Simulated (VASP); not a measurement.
Input of a VASP 6.6.1 run:

File INCAR:

```
SYSTEM = P
ALGO     = Normal         ! electronic algorithm
EDIFF    = 1E-7           ! SCF threshold, eV
ENCUT    = 520            ! plane-wave cutoff, eV
GGA      = PE             ! functional
ISIF     = 2              ! what is computed and relaxed
ISMEAR   = 0              ! smearing method
LASPH    = .TRUE.         ! aspherical terms in the spheres
LCHARG   = .TRUE.         ! write CHGCAR
LELF     = .TRUE.         ! ELF
LREAL    = .FALSE.        ! projectors in reciprocal space
LVHAR    = .TRUE.       
LWAVE    = .FALSE.        ! write WAVECAR
NBANDS   = 30             ! bands
NELM     = 100            ! most SCF steps
PREC     = Accurate       ! precision mode
SIGMA    = 0.1            ! smearing width, eV
```

Contents of KPOINTS:

```
k-points
0
G
  4 4 4
  0 0 0
```

File POSCAR:

```
P
1.0
   -3.3636474600      3.3636474600      3.3636474600
    3.3636474600     -3.3636474600      3.3636474600
    3.3636474600      3.3636474600     -3.3636474600
P
8
Direct
    0.2060000000      0.2060000000      0.2060000000
    0.5000000000      0.0000000000      0.2940000000
    0.2940000000      0.5000000000      0.0000000000
    0.0000000000      0.2940000000      0.5000000000
    0.7940000000      0.7940000000      0.7940000000
    0.5000000000      0.0000000000      0.7060000000
    0.7060000000      0.5000000000      0.0000000000
    0.0000000000      0.7060000000      0.5000000000
```

Potentials or basis: VASP PAW PBE potentials, release 64 (P).

Launch:

```sh
$ cat potpaw_PBE.64/P/POTCAR > POTCAR
$ mpirun -np 1 vasp_std > vasp.out
```

Question: What does it give for the largest force?

Answer: 0.448 eV/Å.

Question: Estimate the pressure.

Answer: -3.4 GPa.

Question: Predict the band gap on the k mesh.

Answer: Zero (band 20 reaches 7.48 eV, above the bottom of band 21 at 6.75 eV).

Forces in eV/Å, atoms in the order of the input:
```
P   -0.258 -0.258 -0.258
P    0.258  0.258 -0.258
P   -0.258  0.258  0.258
P    0.258 -0.258  0.258
P    0.258  0.258  0.258
P   -0.258 -0.258  0.258
P    0.258 -0.258 -0.258
P   -0.258  0.258 -0.258
```
